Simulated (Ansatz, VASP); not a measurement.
Y in VASP and in Ansatz

File INCAR:

```
PREC = Accurate
ENCUT = 520
EDIFF = 1E-6
ISMEAR = 0
SIGMA = 0.15
LREAL = False
LASPH = True
NELM = 100
ALGO = Fast
ISIF = 2
LWAVE = False
LCHARG = False
GGA = PS
NBANDS = 18
```

KPOINTS

```
Automatic mesh
0
Gamma
  18 18 8
```

File POSCAR:

```
Y
1.0
    3.6514992371      0.0273862442      0.0000000000
   -1.8020324353      3.1485979791      0.0000000000
    0.0000000000      0.0000000000      5.7474000000
Y
2
Direct
    0.3333333333      0.6666666667      0.2500000000
    0.6666666667      0.3333333333      0.7500000000
```

Input for Ansatz:

```yaml
crystal:
  lattice:
    - [3.6514992371, 0.0273862442, 0.0]
    - [-1.8020324353, 3.1485979791, 0.0]
    - [0.0, 0.0, 5.7474]
  atoms:
    - { symbol: "Y", position: [0.3333333333, 0.6666666667, 0.25] }
    - { symbol: "Y", position: [0.6666666667, 0.3333333333, 0.75] }
basis:
  ecutwfc: 420
kpoints:
  mp_grid: { grid: [18, 18, 8] }
hamiltonian:
  xc: pbesol
scf:
  occupations: { method: gaussian, width: 0.15 }
output:
  forces: true
  stress: true
  eigenvalues: true
```

Change from the starting cell: strain +0.0150 x Voigt [0, 0, 0, 0, 0, 1], atoms carried along.

Alike in both runs: task single point; functional PBEsol; k mesh 18 × 18 × 8; occupations gaussian, width 0.15 eV; no spin polarisation.

|  | VASP | Ansatz |
| --- | --- | --- |
| version | VASP 6.6.1 | Ansatz 0.2.0 |
| potentials or method | VASP PAW PBE potentials, release 64 (Y_sv), cutoff 520 eV | scalar-relativistic, plane waves, PAW |
| valence electrons in the cell | 22 | 22 |

|  | VASP | Ansatz | Ansatz less VASP |
| --- | --- | --- | --- |
| gap on the k mesh at the Fermi level (eV) | none | none | - |
| pressure (GPa) | -2.4 | -2.2 | +0.10 |
| traceless stress, the component that is largest in VASP (GPa) | -0.48 | -0.49 | -0.003 |
| rms of the force components (eV/Å) | 0.011 | 0.011 | +0.0001 |

VASP's potentials were made for PBE, not for PBEsol. Atom by atom the forces differ by 0.000 eV/Å (rms over components). A gap of «none» marks a metal or a gap that the smearing closes.
